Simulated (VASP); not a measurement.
# Rh (Fm-3m) in VASP: notebook

The runs below take Rh through single point, with PBEsol.

Everything below comes from runs of VASP 6.6.1. Logs are shortened: lines on timing, memory, paths and dates and some standing lists are left out, and cuts for length are marked.

## 1. The cell of the first run

Symmetry: Fm-3m, No. 225, cubic system. The conventional cell has a = 3.193 Å, b = 3.193 Å, c = 3.193 Å, α = 90.00°, β = 90.00°, γ = 90.00°. Within 3.0 Å of Rh (site symmetry m-3m) lie 12 Rh at 2.26 Å.

## 2. Single point, PBEsol (volume scaled by 0.602, to set the pressure)

INCAR

```
SYSTEM = Rh
PREC = Accurate
ENCUT = 520
EDIFF = 1E-6
ISMEAR = -1
SIGMA = 0.1
LREAL = .FALSE.
LASPH = .TRUE.
NELM = 80
ALGO = Normal
ISIF = 2
LWAVE = .FALSE.
LCHARG = .TRUE.
GGA = PS
LELF = .TRUE.
LVHAR = .TRUE.
NBANDS = 14
```

KPOINTS

```
regular mesh
0
G
  21 21 21
  0 0 0
```

POSCAR

```
Rh
1.0
    0.0000000000      1.5965180669      1.5965180669
    1.5965180669      0.0000000000      1.5965180669
    1.5965180669      1.5965180669      0.0000000000
Rh
1
Direct
    0.0000000000      0.0000000000      0.0000000000
```

Potentials or basis: VASP PAW PBE potentials, release 64 (Rh_pv).

On the command line:

```bash
cat potpaw_PBE.64/Rh_pv/POTCAR > POTCAR
mpirun -np 1 vasp_std > vasp.out
```

OUTCAR:

```text
SYSTEM = Rh
   PREC = Accurate
   ENCUT = 520
   EDIFF = 1E-6
   ISMEAR = -1
   LREAL = .FALSE.
   LASPH = .TRUE.
   NELM = 80
   ISIF = 2
   GGA = PS

 ion  position               nearest neighbor table
   1  0.000  0.000  0.000-

  LATTYP: Found a face centered cubic cell.
 ALAT       =     3.1930361338

  Lattice vectors:

 A1 = (   0.0000000000,   1.5965180669,   1.5965180669)
 A2 = (   1.5965180669,   0.0000000000,   1.5965180669)
 A3 = (   1.5965180669,   1.5965180669,   0.0000000000)

Analysis of symmetry for initial positions (statically):
=====================================================================
 Subroutine PRICEL returns:
 Original cell was already a primitive cell.

 Routine SETGRP: Setting up the symmetry group for a
 face centered cubic supercell.

 Subroutine GETGRP returns: Found 48 space group operations
 (whereof 48 operations were pure point group operations)
 out of a pool of 48 trial point group operations.

The static configuration has the point symmetry O_h .

Analysis of symmetry for dynamics (positions and initial velocities):
=====================================================================
 Subroutine PRICEL returns:
 Original cell was already a primitive cell.

 Routine SETGRP: Setting up the symmetry group for a
 face centered cubic supercell.

 Subroutine GETGRP returns: Found 48 space group operations
 (whereof 48 operations were pure point group operations)
 out of a pool of 48 trial point group operations.

The dynamic configuration has the point symmetry O_h .

 Subroutine INISYM returns: Found 48 space group operations
 (whereof 48 operations are pure point group operations),
 and found     1 'primitive' translations

----------------------------------------------------------------------------------------

                                     Primitive cell

  volume of cell :       8.1386

  direct lattice vectors                    reciprocal lattice vectors
     0.000000000  1.596518067  1.596518067    -0.313181548  0.313181548  0.313181548
     1.596518067  0.000000000  1.596518067     0.313181548 -0.313181548  0.313181548
     1.596518067  1.596518067  0.000000000     0.313181548  0.313181548 -0.313181548

  length of vectors
     2.257817503  2.257817503  2.257817503     0.542446354  0.542446354  0.542446354

  position of ions in fractional coordinates (direct lattice)
     0.000000000  0.000000000  0.000000000

  ion indices of the primitive-cell ions
   primitive index   ion index
                 1           1

----------------------------------------------------------------------------------------

 KPOINTS: regular mesh

Automatic generation of k-mesh.
 Grid dimensions read from file:
 generate k-points for:   21   21   21

 Generating k-lattice:

  Cartesian coordinates                     Fractional coordinates (reciprocal lattice)
    -0.014913407  0.014913407  0.014913407     0.047619048  0.000000000  0.000000000
     0.014913407 -0.014913407  0.014913407     0.000000000  0.047619048  0.000000000
     0.014913407  0.014913407 -0.014913407     0.000000000  0.000000000  0.047619048

  Length of vectors
     0.025830779  0.025830779  0.025830779

  Shift w.r.t. Gamma in fractional coordinates (k-lattice)
     0.000000000  0.000000000  0.000000000

 Subroutine IBZKPT returns following result:
 ===========================================

 Found    286 irreducible k-points:

 Following reciprocal coordinates:
            Coordinates               Weight
  0.000000  0.000000  0.000000      1.000000
  0.047619  0.000000  0.000000      8.000000
  0.095238  0.000000  0.000000      8.000000
  0.142857  0.000000  0.000000      8.000000
  0.190476  0.000000  0.000000      8.000000
  0.238095  0.000000  0.000000      8.000000
[... 16 lines left out ...]
 -0.428571  0.047619  0.000000     24.000000
 -0.380952  0.047619  0.000000     24.000000
 [... further k-points ...]
   k-points           NKPTS =    286   k-points in BZ     NKDIM =    286   number of bands    NBANDS=     14
   number of dos      NEDOS =    301   number of ions     NIONS =      1
   total plane-waves  NPLWV =   5832
   dimension x,y,z NGX =    18 NGY =   18 NGZ =   18
   dimension x,y,z NGXF=    36 NGYF=   36 NGZF=   36
   ions per type =               1
   NGX,Y,Z   is equivalent  to a cutoff of  13.25, 13.25, 13.25 a.u.
   NGXF,Y,Z  is equivalent  to a cutoff of  26.51, 26.51, 26.51 a.u.
 SYSTEM =  Rh
   PREC   = accura    normal or accurate (medium, high low for compatibility)
   ISTART =      0    job   : 0-new  1-cont  2-samecut
   ICHARG =      2    charge: 1-file 2-atom 10-const
   ISPIN  =      1    spin polarized calculation?
   LNONCOLLINEAR =      F non collinear calculations
   LSORBIT =      F    spin-orbit coupling
   LASPH  =      T    aspherical Exc in radial PAW
   ENCUT  =  520.0 eV  38.22 Ry    6.18 a.u.   4.20  4.20  4.20*2*pi/ulx,y,z
   NELM   =     80;   NELMIN=  2; NELMDL= -5     # of ELM steps
   EDIFF  = 0.1E-05   stopping-criterion for ELM
   LREAL  =      F    real-space projection
   EDIFFG = 0.1E-04   stopping-criterion for IOM
   NSW    =      0    number of steps for IOM
   IBRION =     -1    ionic relax: 0-MD 1-quasi-New 2-CG
   NFREE  =      0    steps in history (QN), initial steepest desc. (CG)
   ISIF   =      2    stress and relaxation
   ISYM   =      2    0-nonsym 1-usesym 2-fastsym
   POTIM  = 0.5000    time-step for ionic-motion
   TEBEG  =    0.0;   TEEND  =   0.0 temperature during run
   PSTRESS=    0.0 pullay stress
   NELECT =      15.0000    total number of electrons
   NUPDOWN=      -1.0000    fix difference up-down
   EMIN   =  10.00;   EMAX   =-10.00  energy-range for DOS
   EFERMI =   0.00;   METHOD = LEGACY
   ISMEAR =    -1;   SIGMA  =   0.10  broadening in eV -4-tet -1-fermi 0-gaus
   EFERMI_NEDOS =   21; number of points for ismear=-14 and -15
   IALGO  =     38    algorithm
   IMIX   =      4    mixing-type and parameters
     AMIX     =   0.40;   BMIX     =  1.00
     AMIX_MAG =   1.60;   BMIX_MAG =  1.00
  volume/ion in A,a.u.               =       8.14        54.92
  Fermi-wavevector in a.u.,A,eV,Ry     =   2.007188  3.793036 54.815209  4.028804
  Thomas-Fermi vector in A             =   3.020981
   LORBIT       =      0    0 simple, 1 ext, 2 COOP (PROOUT), +10 PAW based schemes
   GGA     = PS    functional components
   LHFCALC =     F    Hartree Fock is set to
   AEXX    =    0.0000 exact exchange contribution
   IVDW    =     0    specifies the selected vdW correction
   LEPSILON=     F    determine dielectric tensor
   LRPA    =     F    only Hartree local field effects (RPA)
 non-spin polarized calculation
  energy-cutoff  :      520.00
  volume of cell :        8.14
 maximum number of plane-waves:       229
 NGX is ok and might be reduce to    18
   NGX =  9   NGY =  9   NGZ =  9

 number of electron      14.9999998 magnetization

 Free energy of the ion-electron system (eV)
  ---------------------------------------------------
  ext. energy  EPLUGINS =         0.00000000
  ---------------------------------------------------
  free energy    TOTEN  =        -2.80596001 eV

  energy without entropy =       -2.78845815  energy(sigma->0) =       -2.79720908

 E-fermi :  24.3833     XC(G=0): -17.8582

 val. band max:       24.3779841039   @ k =  -0.3333   0.3333   0.0476
 cond. band min:      24.3920557592   @ k =   0.3333   0.1905   0.0000
 fundamental gap:      0.0140716553
 Fermi energy:        24.3832879671

 k-point     1 :       0.0000    0.0000    0.0000
  band No.  band energies     occupation
      1     -22.9269      2.00000
      2     -22.9269      2.00000
      3     -22.9269      2.00000
      4      12.4592      2.00000
      5      17.4970      2.00000
      6      17.4970      2.00000
      7      17.4970      2.00000
      8      22.1982      2.00000
      9      22.1982      2.00000
     10      38.0180      0.00000
     11      43.3075      0.00000
     12      47.0307      0.00000
     13      47.0307      0.00000
     14      47.0307      0.00000

 k-point     2 :       0.0476    0.0000    0.0000
  band No.  band energies     occupation
      1     -23.0248      2.00000
      2     -22.9382      2.00000
      3     -22.9382      2.00000
      4      12.6240      2.00000
      5      17.3990      2.00000
      6      17.5725      2.00000
      7      17.5725      2.00000
      8      22.1329      2.00000
      9      22.1329      2.00000
     10      38.3337      0.00000
     11      43.3080      0.00000
     12      46.3903      0.00000
     13      47.3230      0.00000
     14      47.3230      0.00000

 k-point     3 :       0.0952    0.0000    0.0000
  band No.  band energies     occupation
      1     -23.3063      2.00000
      2     -22.9712      2.00000
      3     -22.9712      2.00000
      4      13.0751      2.00000
      5      17.1671      2.00000
      6      17.7776      2.00000
      7      17.7776      2.00000
      8      21.9716      2.00000
      9      21.9716      2.00000
     10      39.2159      0.00000
     11      43.3055      0.00000
     12      45.0202      0.00000
     13      48.1784      0.00000
     14      48.1784      0.00000
[... 324 lines left out ...]
 k-point    23 :      -0.4286    0.0476    0.0000
  band No.  band energies     occupation
      1     -26.7100      2.00000
      2     -23.4918      2.00000
      3     -23.4034      2.00000
      4      12.5324      2.00000
      5      17.1583      2.00000
      6      17.3773      2.00000
      7      23.6661      1.99847
      8      25.2265      0.00044
      9      26.9715      0.00000
     10      38.0584      0.00000
     11      41.7059      0.00000
     12      43.3526      0.00000
     13      49.8524      0.00000
     14      50.6629      0.00000

 k-point    24 :      -0.3810    0.0476    0.0000
  band No.  band energies     occupation
      1     -26.4602      2.00000
      2     -23.4710      2.00000
      3     -23.3545      2.00000
      4      12.7412      2.00000
      5      17.3551      2.00000
      6      17.5251      2.00000
      7      22.7503      2.00000
      8      24.4316      0.76296
      9      26.2107      0.00000
     10      37.9534      0.00000
     11      43.1724      0.00000
     12      43.7006      0.00000
     13      50.8981      0.00000
     14      52.2805      0.00000

 [... further k-points ...]
[... 5 lines left out ...]
  --------------------------------------------------------------------------------------
  -------------------------------------------------------------------------------------
  Total       26.3490834     26.3490834     26.3490834      0.0000000      0.0000000     -0.0000000
  in kB     5187.0995902   5187.0995902   5187.0995902      0.0000000      0.0000000     -0.0000000
  external PRESSURE =    5187.0995902 kB  Pullay stress =       0.0000000 kB

 VOLUME and BASIS-vectors are now :
 -----------------------------------------------------------------------------
  energy-cutoff  :      520.00
  volume of cell :        8.14
      direct lattice vectors                 reciprocal lattice vectors
     0.000000000  1.596518067  1.596518067    -0.313181548  0.313181548  0.313181548
     1.596518067  0.000000000  1.596518067     0.313181548 -0.313181548  0.313181548
     1.596518067  1.596518067  0.000000000     0.313181548  0.313181548 -0.313181548

 POSITION                                       TOTAL-FORCE (eV/Angst)
 -----------------------------------------------------------------------------------
      0.00000      0.00000      0.00000         0.000000      0.000000     -0.000000
 -----------------------------------------------------------------------------------
    total drift:                                0.000000      0.000000     -0.000000

  FREE ENERGIE OF THE ION-ELECTRON SYSTEM (eV)
  ---------------------------------------------------
  free  energy   TOTEN  =        -2.8059600080 eV

  energy  without entropy=       -2.7884581502  energy(sigma->0) =       -2.79720908
```

It took 29 s on 1 thread of Intel Xeon 8259CL, shared host; peak memory 0.15 GiB.

What came out:

```yaml
Free_energy: -2.8060 eV
Pressure: 518.7 GPa
```

Levels at points of the mesh, in eV from the Fermi level:
| k point | band 3 | band 4 | band 5 | band 6 | band 7 | band 8 | band 9 | band 10 | band 11 | band 12 |
| --- | --- | --- | --- | --- | --- | --- | --- | --- | --- | --- |
| (0.00, 0.00, 0.00) | -47.31 | -11.92 | -6.89 | -6.89 | -6.89 | -2.19 | -2.19 | 13.63 | 18.92 | 22.65 |

Caveat: the cell differs from its parent crystal (volume scaled by 0.602, to set the pressure); the PAW data sets were made with another functional, which shifts forces and pressure a little.

(Continued in part 2 of 3.)
